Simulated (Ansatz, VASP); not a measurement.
## Two plane-wave programs on Pd

Contents of INCAR:

```
SYSTEM = Pd
PREC     = Accurate       ! precision mode
ENCUT    = 520            ! plane-wave cutoff, eV
EDIFF    = 1E-7           ! SCF threshold, eV
ISMEAR   = -1             ! smearing method
SIGMA    = 0.05           ! smearing width, eV
LREAL    = .False.        ! projectors in reciprocal space
LASPH    = .True.         ! aspherical terms in the spheres
NELM     = 150            ! most SCF steps
ALGO     = Normal         ! electronic algorithm
ISIF     = 2              ! what is computed and relaxed
LWAVE    = .False.        ! write WAVECAR
LCHARG   = .True.         ! write CHGCAR
ISPIN    = 2              ! spin polarisation
MAGMOM   = 0.6 0.6        ! initial moments
LORBIT   = 11             ! projections on sites
LMAXMIX  = 4              ! l up to which the mixer works
GGA      = PE             ! functional
LELF     = .True.         ! ELF
LVHAR    = .True.       
NBANDS   = 21             ! bands
```

File KPOINTS:

```
Automatic mesh
0
Gamma
  14 14 7
  0 0 0
```

The input POSCAR:

```
Pd
1.0
    2.6368774808      0.0000000000      0.0000000000
   -1.3184387404      2.2836028851      0.0000000000
    0.0000000000      0.0000000000      4.3848033122
Pd
2
Direct
    0.6666666667      0.3333333333      0.7500000000
    0.3333333333      0.6666666667      0.2500000000
```

Input for Ansatz:

```yaml
crystal:
  lattice:
    - [2.6368774808, 0.0, 0.0]
    - [-1.3184387404, 2.2836028851, 0.0]
    - [0.0, 0.0, 4.3848033122]
  atoms:
    - { symbol: Pd, position: [0.6666666667, 0.3333333333, 0.75], spin: 0.6 }
    - { symbol: Pd, position: [0.3333333333, 0.6666666667, 0.25], spin: 0.6 }
magnetization:
  spin_polarized: true
kpoints:
  mp_grid: { grid: [14, 14, 7] }
scf:
  occupations: { method: fermi_dirac, width: 0.05 }
  lower_state_search: "off"
hamiltonian:
  xc: pbe
  pseudopotentials: { kind: paw }
output:
  forces: true
  stress: true
  eigenvalues: true
  populations: true
```

Change from the starting cell: volume scaled by 0.85, PAW files.

Alike in both runs: task single point; functional PBE; k mesh 14 × 14 × 7; occupations fermi-dirac, width 0.05 eV; collinear spin.

|  | VASP | Ansatz |
| --- | --- | --- |
| version | VASP 6.6.1 | Ansatz 0.2.0 |
| potentials or method | VASP PAW PBE potentials, release 64 (Pd) | PAW with Ansatz's default frozen-core files, scalar-relativistic |
| plane-wave cutoff (eV) | 520 | 420 |
| valence electrons in the cell | 20 | 36 |

VASP gave:

| Quantity | Value |
| --- | --- |
| pressure (GPa) | 38.3 |
| traceless stress, the component that is largest in VASP (GPa) | 0.54 |
| net moment per atom (μB) | 0.00 |

Task: Estimate Ansatz's values.

Result: Pressure (GPa): 38.8; traceless stress, the component that is largest in VASP (GPa): 0.58; net moment per atom (μB): 0.00.

Both programs put the cell under a high pressure, so it lies far from rest at this level. VASP's potentials hold 20 valence electrons a cell and Ansatz's 36, so a difference there can come from the potentials and not from the codes. Ansatz's warnings: seeded moment not kept.
